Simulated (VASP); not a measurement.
# Ga2O3 (C2/m) in VASP: further runs

The runs below take Ga2O3 through single point, with PBE.

Program: VASP 6.6.1. These are calculated values, not measurements. Logs are shortened: lines on timing, memory, paths and dates and some standing lists are left out, and cuts for length are marked.

## Step 1: The cell of the first run

The structure is monoclinic, space group C2/m (No. 12). Conventional cell: a = 12.444 Å, b = 3.084 Å, c = 5.881 Å, α = 90.00°, β = 103.72°, γ = 90.00°. Within 2.5 Å of Ga (site symmetry m) lie 4 O at 1.86 to 1.89 Å. Ga (site symmetry m) has 6 O at 1.97 to 2.11 Å within 2.6 Å. O (site symmetry m) has 3 Ga at 1.86 to 1.97 Å within 2.5 Å. O (site symmetry m) has 4 Ga at 1.89 to 2.11 Å within 2.5 Å. Within 2.5 Å of O (site symmetry m) lie 3 Ga at 1.86 to 1.97 Å.

## Step 2: Single point, PBE

File INCAR:

```
PREC = Accurate
ENCUT = 520
EDIFF = 1E-7
ISMEAR = 0
SIGMA = 0.1
LREAL = F
LASPH = T
NELM = 60
ALGO = Normal
ISIF = 2
LWAVE = F
LCHARG = F
GGA = PE
NBANDS = 55
```

File KPOINTS:

```
Automatic mesh
0
Gamma
  6 6 4
```

File POSCAR:

```
Ga2O3
1.0
    6.2219392970     -1.5420794954      0.0092880859
    6.2219392970      1.5420794954      0.0092880859
   -1.4035129572      0.0000000000      5.7109538991
Ga O
4 6
Direct
    0.0900225239      0.0900225239      0.7947427536
    0.9099774761      0.9099774761      0.2052572464
    0.6584542111      0.6584542111      0.3140204272
    0.3415457889      0.3415457889      0.6859795728
    0.1634652524      0.1634652524      0.1092079448
    0.8365347476      0.8365347476      0.8907920552
    0.1737166941      0.1737166941      0.5644611584
    0.8262833059      0.8262833059      0.4355388416
    0.4959835966      0.4959835966      0.2565644674
    0.5040164034      0.5040164034      0.7434355326
```

Potentials or basis: VASP PAW PBE potentials, release 64 (Ga_d, O).

On the command line:

```bash
> cat potpaw_PBE.64/Ga_d/POTCAR potpaw_PBE.64/O/POTCAR > POTCAR
> mpirun -np 1 vasp_std > vasp.out
```

OUTCAR:

```text
PREC = Accurate
   ENCUT = 520
   EDIFF = 1E-7
   ISMEAR = 0
   LREAL = F
   LASPH = T
   NELM = 60
   ISIF = 2
   GGA = PE

 ion  position               nearest neighbor table
   1  0.090  0.090  0.795-   5 1.86  10 1.86  10 1.86   7 1.89
   2  0.910  0.910  0.205-   6 1.86   9 1.86   9 1.86   8 1.89
   3  0.658  0.658  0.314-   5 1.97   5 1.97   9 1.97   8 2.04   7 2.11   7 2.11
   4  0.342  0.342  0.686-   6 1.97   6 1.97  10 1.97   7 2.04   8 2.11   8 2.11
   5  0.163  0.163  0.109-   1 1.86   3 1.97   3 1.97
   6  0.837  0.837  0.891-   2 1.86   4 1.97   4 1.97
   7  0.174  0.174  0.564-   1 1.89   4 2.04   3 2.11   3 2.11
   8  0.826  0.826  0.436-   2 1.89   3 2.04   4 2.11   4 2.11
   9  0.496  0.496  0.257-   2 1.86   2 1.86   3 1.97
  10  0.504  0.504  0.743-   1 1.86   1 1.86   4 1.97

  LATTYP: Found a base centered monoclinic cell.
 ALAT       =    12.4438924592
 B/A-ratio  =     0.2478451980
 C/A-ratio  =     0.4725923153
 COS(beta)  =    -0.2372067154

  Lattice vectors:

 A1 = (   6.2219392970,  -1.5420794954,   0.0092880859)
 A2 = (   6.2219392970,   1.5420794954,   0.0092880859)
 A3 = (  -1.4035129572,   0.0000000000,   5.7109538991)

Analysis of symmetry for initial positions (statically):
=====================================================================
 Subroutine PRICEL returns:
 Original cell was already a primitive cell.

 Routine SETGRP: Setting up the symmetry group for a
 base centered monoclinic supercell.

 Subroutine GETGRP returns: Found  4 space group operations
 (whereof  4 operations were pure point group operations)
 out of a pool of  4 trial point group operations.

The static configuration has the point symmetry C_2h.

Analysis of symmetry for dynamics (positions and initial velocities):
=====================================================================
 Subroutine PRICEL returns:
 Original cell was already a primitive cell.

 Routine SETGRP: Setting up the symmetry group for a
 base centered monoclinic supercell.

 Subroutine GETGRP returns: Found  4 space group operations
 (whereof  4 operations were pure point group operations)
 out of a pool of  4 trial point group operations.

The dynamic configuration has the point symmetry C_2h.

 Subroutine INISYM returns: Found  4 space group operations
 (whereof  4 operations are pure point group operations),
 and found     1 'primitive' translations

----------------------------------------------------------------------------------------

                                     Primitive cell

  volume of cell :     109.6303

  direct lattice vectors                    reciprocal lattice vectors
     6.221939297 -1.542079495  0.009288086     0.080331326 -0.324237500  0.019742071
     6.221939297  1.542079495  0.009288086     0.080331326  0.324237500  0.019742071
    -1.403512957  0.000000000  5.710953899    -0.000261296  0.000000000  0.175037881

  length of vectors
     6.410196881  6.410196881  5.880887948     0.334623412  0.334623412  0.175038076

  position of ions in fractional coordinates (direct lattice)
     0.090022524  0.090022524  0.794742754
     0.909977476  0.909977476  0.205257246
     0.658454211  0.658454211  0.314020427
     0.341545789  0.341545789  0.685979573
     0.163465252  0.163465252  0.109207945
     0.836534748  0.836534748  0.890792055
     0.173716694  0.173716694  0.564461158
     0.826283306  0.826283306  0.435538842
     0.495983597  0.495983597  0.256564467
     0.504016403  0.504016403  0.743435533

  ion indices of the primitive-cell ions
   primitive index   ion index
                 1           1
                 2           2
                 3           3
                 4           4
                 5           5
                 6           6
                 7           7
                 8           8
                 9           9
                10          10

----------------------------------------------------------------------------------------

 KPOINTS: Automatic mesh

Automatic generation of k-mesh.
 Grid dimensions read from file:
 generate k-points for:    6    6    4

 Generating k-lattice:

  Cartesian coordinates                     Fractional coordinates (reciprocal lattice)
     0.013388554 -0.054039583  0.003290345     0.166666667  0.000000000  0.000000000
     0.013388554  0.054039583  0.003290345     0.000000000  0.166666667  0.000000000
    -0.000065324  0.000000000  0.043759470     0.000000000  0.000000000  0.250000000

  Length of vectors
     0.055770569  0.055770569  0.043759519

  Shift w.r.t. Gamma in fractional coordinates (k-lattice)
     0.000000000  0.000000000  0.000000000

 Subroutine IBZKPT returns following result:
 ===========================================

 Found     47 irreducible k-points:

 Following reciprocal coordinates:
            Coordinates               Weight
  0.000000  0.000000  0.000000      1.000000
  0.166667 -0.000000  0.000000      4.000000
  0.333333 -0.000000 -0.000000      4.000000
  0.500000 -0.000000  0.000000      2.000000
  0.166667  0.166667  0.000000      2.000000
  0.333333  0.166667  0.000000      4.000000
[... 16 lines left out ...]
 -0.333333  0.166667  0.250000      4.000000
 -0.166667  0.166667  0.250000      4.000000
 [... further k-points ...]
   k-points           NKPTS =     47   k-points in BZ     NKDIM =     47   number of bands    NBANDS=     55
   number of dos      NEDOS =    301   number of ions     NIONS =     10
   total plane-waves  NPLWV = 110592
   dimension x,y,z NGX =    48 NGY =   48 NGZ =   48
   dimension x,y,z NGXF=    96 NGYF=   96 NGZF=   96
   ions per type =               4   6
   NGX,Y,Z   is equivalent  to a cutoff of  12.45, 12.45, 13.57 a.u.
   NGXF,Y,Z  is equivalent  to a cutoff of  24.90, 24.90, 27.14 a.u.
 SYSTEM =  unknown system
   PREC   = accura    normal or accurate (medium, high low for compatibility)
   ISTART =      0    job   : 0-new  1-cont  2-samecut
   ICHARG =      2    charge: 1-file 2-atom 10-const
   ISPIN  =      1    spin polarized calculation?
   LNONCOLLINEAR =      F non collinear calculations
   LSORBIT =      F    spin-orbit coupling
   LASPH  =      T    aspherical Exc in radial PAW
   ENCUT  =  520.0 eV  38.22 Ry    6.18 a.u.  11.92 11.92 10.93*2*pi/ulx,y,z
   NELM   =     60;   NELMIN=  2; NELMDL= -5     # of ELM steps
   EDIFF  = 0.1E-06   stopping-criterion for ELM
   LREAL  =      F    real-space projection
   EDIFFG = 0.1E-05   stopping-criterion for IOM
   NSW    =      0    number of steps for IOM
   IBRION =     -1    ionic relax: 0-MD 1-quasi-New 2-CG
   NFREE  =      0    steps in history (QN), initial steepest desc. (CG)
   ISIF   =      2    stress and relaxation
   ISYM   =      2    0-nonsym 1-usesym 2-fastsym
   POTIM  = 0.5000    time-step for ionic-motion
   TEBEG  =    0.0;   TEEND  =   0.0 temperature during run
   PSTRESS=    0.0 pullay stress
   NELECT =      88.0000    total number of electrons
   NUPDOWN=      -1.0000    fix difference up-down
   EMIN   =  10.00;   EMAX   =-10.00  energy-range for DOS
   EFERMI =   0.00;   METHOD = LEGACY
   ISMEAR =     0;   SIGMA  =   0.10  broadening in eV -4-tet -1-fermi 0-gaus
   EFERMI_NEDOS =   21; number of points for ismear=-14 and -15
   IALGO  =     38    algorithm
   IMIX   =      4    mixing-type and parameters
     AMIX     =   0.40;   BMIX     =  1.00
     AMIX_MAG =   1.60;   BMIX_MAG =  1.00
  volume/ion in A,a.u.               =      10.96        73.98
  Fermi-wavevector in a.u.,A,eV,Ry     =   1.521454  2.875132 31.495079  2.314823
  Thomas-Fermi vector in A             =   2.630167
   LORBIT       =      0    0 simple, 1 ext, 2 COOP (PROOUT), +10 PAW based schemes
   GGA     = PE    functional components
   LHFCALC =     F    Hartree Fock is set to
   AEXX    =    0.0000 exact exchange contribution
   IVDW    =     0    specifies the selected vdW correction
   LEPSILON=     F    determine dielectric tensor
   LRPA    =     F    only Hartree local field effects (RPA)
 non-spin polarized calculation
 Gauss-broadening in eV      SIGMA  =   0.10
  energy-cutoff  :      520.00
  volume of cell :      109.63
 maximum number of plane-waves:      2970
   NGX = 23   NGY = 23   NGZ = 21

 number of electron      87.9999988 magnetization

 Free energy of the ion-electron system (eV)
  ---------------------------------------------------
  ext. energy  EPLUGINS =         0.00000000
  ---------------------------------------------------
  free energy    TOTEN  =       -59.67714582 eV

  energy without entropy =      -59.67714582  energy(sigma->0) =      -59.67714582

 E-fermi :   3.9418     XC(G=0): -11.3743

 val. band max:        3.4291427452   @ k =   0.5000   0.5000   0.5000
 cond. band min:       5.4361101927   @ k =   0.0000   0.0000   0.0000
 fundamental gap:      2.0069674475
 Fermi energy:         3.9418093225

 k-point     1 :       0.0000    0.0000    0.0000
  band No.  band energies     occupation
      1     -15.1854      2.00000
      2     -14.1313      2.00000
      3     -14.0972      2.00000
      4     -13.9906      2.00000
      5     -13.5524      2.00000
      6     -13.5455      2.00000
[... 47 lines left out ...]
     54      15.4316      0.00000
     55      15.6608      0.00000

 k-point     2 :       0.1667   -0.0000    0.0000
  band No.  band energies     occupation
      1     -14.9902      2.00000
      2     -14.0920      2.00000
      3     -14.0563      2.00000
      4     -13.8742      2.00000
      5     -13.5601      2.00000
      6     -13.5478      2.00000
[... 47 lines left out ...]
     54      14.3304      0.00000
     55      14.4162      0.00000

 k-point     3 :       0.3333   -0.0000   -0.0000
  band No.  band energies     occupation
      1     -14.5152      2.00000
      2     -14.0100      2.00000
      3     -13.9156      2.00000
      4     -13.7728      2.00000
      5     -13.5605      2.00000
      6     -13.5523      2.00000
[... 1152 lines left out ...]
 k-point    23 :      -0.3333    0.1667    0.2500
  band No.  band energies     occupation
      1     -14.1055      2.00000
      2     -13.9588      2.00000
      3     -13.8870      2.00000
      4     -13.8137      2.00000
      5     -13.5814      2.00000
      6     -13.5670      2.00000
[... 47 lines left out ...]
     54      14.7582      0.00000
     55      15.3195      0.00000

 k-point    24 :      -0.1667    0.1667    0.2500
  band No.  band energies     occupation
      1     -14.4796      2.00000
      2     -14.0135      2.00000
      3     -13.9191      2.00000
      4     -13.7645      2.00000
      5     -13.6111      2.00000
      6     -13.5451      2.00000
[... 47 lines left out ...]
     54      14.1551      0.00000
     55      14.8703      0.00000

 [... further k-points ...]
[... 5 lines left out ...]
  --------------------------------------------------------------------------------------
  -------------------------------------------------------------------------------------
  Total        0.4848773      0.5040402      0.3667126      0.0000000      0.0000000      0.0258703
  in kB        7.0861762      7.3662299      5.3592742      0.0000000      0.0000000      0.3780778
  external PRESSURE =       6.6038934 kB  Pullay stress =       0.0000000 kB

 VOLUME and BASIS-vectors are now :
 -----------------------------------------------------------------------------
  energy-cutoff  :      520.00
  volume of cell :      109.63
      direct lattice vectors                 reciprocal lattice vectors
     6.221939297 -1.542079495  0.009288086     0.080331326 -0.324237500  0.019742071
     6.221939297  1.542079495  0.009288086     0.080331326  0.324237500  0.019742071
    -1.403512957  0.000000000  5.710953899    -0.000261296  0.000000000  0.175037881

 POSITION                                       TOTAL-FORCE (eV/Angst)
 -----------------------------------------------------------------------------------
      0.00480      0.00000      4.54041        -0.005440      0.000000      0.009515
     11.03557      0.00000      1.18912         0.005440      0.000000     -0.009515
      7.75299      0.00000      1.80559        -0.003501      0.000000      0.004093
      3.28737      0.00000      3.92394         0.003501      0.000000     -0.004093
      1.88087      0.00000      0.62672         0.024266      0.000000     -0.010882
      9.15950      0.00000      5.10281        -0.024266      0.000000      0.010882
      1.36948      0.00000      3.22684        -0.005209      0.000000     -0.015718
      9.67088      0.00000      2.50269         0.005209      0.000000      0.015718
      5.81187      0.00000      1.47444        -0.003541      0.000000      0.010079
      5.22850      0.00000      4.25509         0.003541      0.000000     -0.010079
 -----------------------------------------------------------------------------------
    total drift:                                0.000000      0.000000      0.000000

  FREE ENERGIE OF THE ION-ELECTRON SYSTEM (eV)
  ---------------------------------------------------
  free  energy   TOTEN  =       -59.6771458200 eV

  energy  without entropy=      -59.6771458200  energy(sigma->0) =      -59.67714582
```

Run time: 11 min. Hardware: 1 thread of Intel Xeon 8259CL, shared host; peak memory 0.44 GiB.

What came out:

```
Free energy            : -59.6771 eV
Pressure               : 0.7 GPa
Largest force          : 0.027 eV/Å
Band gap on the k mesh : 2.01 eV (least direct gap 2.02 eV)
```

Forces in eV/Å, atoms in the order of the input:
```
Ga  -0.005  0.000  0.010
Ga   0.005  0.000 -0.010
Ga  -0.004  0.000  0.004
Ga   0.004  0.000 -0.004
O    0.024  0.000 -0.011
O   -0.024  0.000  0.011
O   -0.005  0.000 -0.016
O    0.005  0.000  0.016
O   -0.004  0.000  0.010
O    0.004  0.000 -0.010
```

Stress tensor (GPa, compression positive):
```
0.71 0.00 0.04
0.00 0.74 0.00
0.04 0.00 0.54
```

## Step 3: Single point, PBE (11.62 Å³/atom)

This run uses another cell than the first one, of 11.62 Å³/atom.

File INCAR:

```
SYSTEM = Ga2O3
PREC = Accurate
ENCUT = 520
EDIFF = 1E-7
ISMEAR = 0
SIGMA = 0.02
LREAL = .False.
LASPH = .True.
NELM = 100
ALGO = Normal
ISIF = 2
LWAVE = .False.
LCHARG = .False.
GGA = PE
NBANDS = 55
KPAR = 4
```

File KPOINTS:

```
regular mesh
0
Gamma
  10 10 6
  0 0 0
```

File POSCAR:

```
Ga2O3
1.0
    6.3938501777     -1.5661796715      0.0172225162
    6.3938501777      1.5661796715      0.0172225162
   -1.4351363448      0.0000000000      5.7995561155
Ga O
4 6
Direct
    0.0887358058      0.0887358058      0.7942199024
    0.9112641942      0.9112641942      0.2057800976
    0.6571964229      0.6571964229      0.3156048311
    0.3428035771      0.3428035771      0.6843951689
    0.1578159141      0.1578159141      0.1106430965
    0.8421840859      0.8421840859      0.8893569035
    0.1748676318      0.1748676318      0.5682507858
    0.8251323682      0.8251323682      0.4317492142
    0.4948426055      0.4948426055      0.2586385187
    0.5051573945      0.5051573945      0.7413614813
```

Potentials or basis: VASP PAW PBE potentials, release 64 (Ga_d, O).

On the command line:

```bash
> cat potpaw_PBE.64/Ga_d/POTCAR potpaw_PBE.64/O/POTCAR > POTCAR
> mpirun -np 4 vasp_std > vasp.out
```

Run time: 20 min. Hardware: 4 MPI ranks of Intel Xeon Platinum 8375C at 2.90GHz (Ice Lake), shared host; peak memory 0.9 GiB.

Results (log left out):

```
Free energy            : -59.5348 eV
Pressure               : -7.4 GPa
Largest force          : 0.020 eV/Å
Band gap on the k mesh : 1.57 eV
```

Forces in eV/Å, atoms in the order of the input:
```
Ga   0.006  0.000  0.004
Ga  -0.006  0.000 -0.004
Ga   0.001  0.000 -0.002
Ga  -0.001  0.000  0.002
O    0.015  0.000 -0.014
O   -0.015  0.000  0.014
O   -0.001  0.000 -0.002
O    0.001  0.000  0.002
O    0.006  0.000  0.008
O   -0.006  0.000 -0.008
```

Stress tensor (GPa, compression positive):
```
-7.50  0.00  0.01
 0.00 -7.36  0.00
 0.01  0.00 -7.45
```

Levels at points of the mesh, in eV from the valence-band top:
| k point | band 40 | band 41 | band 42 | band 43 | band 44 | band 45 | band 46 | band 47 | band 48 | band 49 |
| --- | --- | --- | --- | --- | --- | --- | --- | --- | --- | --- |
| (0.00, 0.00, 0.00) | -0.70 | -0.62 | -0.41 | -0.28 | 0.00 | 1.57 | 4.97 | 5.77 | 6.15 | 7.27 |
| (0.50, 0.00, 0.00) | -1.20 | -0.76 | -0.64 | -0.47 | -0.05 | 4.98 | 5.70 | 6.36 | 6.45 | 7.52 |
| (0.50, 0.50, 0.00) | -0.88 | -0.69 | -0.64 | -0.44 | -0.09 | 3.72 | 3.94 | 5.42 | 5.75 | 7.39 |
| (0.00, 0.00, 0.50) | -1.32 | -0.60 | -0.57 | -0.45 | -0.29 | 3.89 | 4.17 | 5.75 | 6.36 | 7.21 |
| (0.50, 0.00, 0.50) | -1.21 | -0.99 | -0.85 | -0.64 | -0.53 | 5.94 | 6.04 | 7.04 | 7.16 | 7.88 |
| (0.50, 0.50, 0.50) | -0.67 | -0.66 | -0.59 | -0.56 | -0.01 | 4.25 | 4.63 | 5.30 | 5.60 | 6.49 |

Caveat: the cell stands under tension. A k mesh can miss the band edges.
